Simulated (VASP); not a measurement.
Here is a VASP 6.6.1 calculation.

Contents of INCAR:

```
SYSTEM = Zn3C
PREC = Accurate
ENCUT = 910
EDIFF = 1E-7
ISMEAR = 0
SIGMA = 0.1
LREAL = .FALSE.
LASPH = .TRUE.
NELM = 120
ALGO = Normal
ISIF = 3
LWAVE = .FALSE.
LCHARG = .FALSE.
GGA = PE
IBRION = 2
NSW = 90
EDIFFG = -0.04
GGA_COMPAT = .FALSE.
NELMIN = 4
```

Contents of KPOINTS:

```
regular mesh
0
G
  6 6 4
  0 0 0
```

The input POSCAR:

```
Zn3C
1.0
    3.1071858123      0.0000000000      0.0000000000
   -1.5535929061      2.6909018477      0.0000000000
    0.0000000000      0.0000000000      6.4984143403
Zn C
3 1
Direct
    0.0000000000      0.0000000000      0.5000000000
    0.6666666667      0.3333333333      0.1855861399
    0.6666666667      0.3333333333      0.8144138601
    0.0000000000      0.0000000000      0.0000000000
```

Potentials or basis: VASP PAW PBE potentials, release 64 (Zn, C_h).

The run is started by

```console
$ cat potpaw_PBE.64/Zn/POTCAR potpaw_PBE.64/C_h/POTCAR > POTCAR
$ mpirun -np 1 vasp_std > vasp.out
```

Task: Predict the space group after relaxing (to 0.1 Å).

Result: P-6m2 (No. 187).

Task: Estimate the relaxed cell.

Result: a = 3.120 Å, b = 3.120 Å, c = 6.536 Å, α = 90.00°, β = 90.00°, γ = 120.00°.

Task: Estimate the relaxed volume.

Result: 13.78 Å³/atom.

Task: Predict the band gap on the k mesh.

Result: Zero (bands 20 and 21 overlap by 1.96 eV).

Forces on the atoms (eV/Å):
```
Zn   0.000  0.000  0.000
Zn   0.000  0.000  0.020
Zn   0.000  0.000 -0.020
C    0.000  0.000  0.000
```

Caveat: the k points lie up to 0.39 Å⁻¹ apart in the final cell, too coarse for converged energies and pressures of a metal.
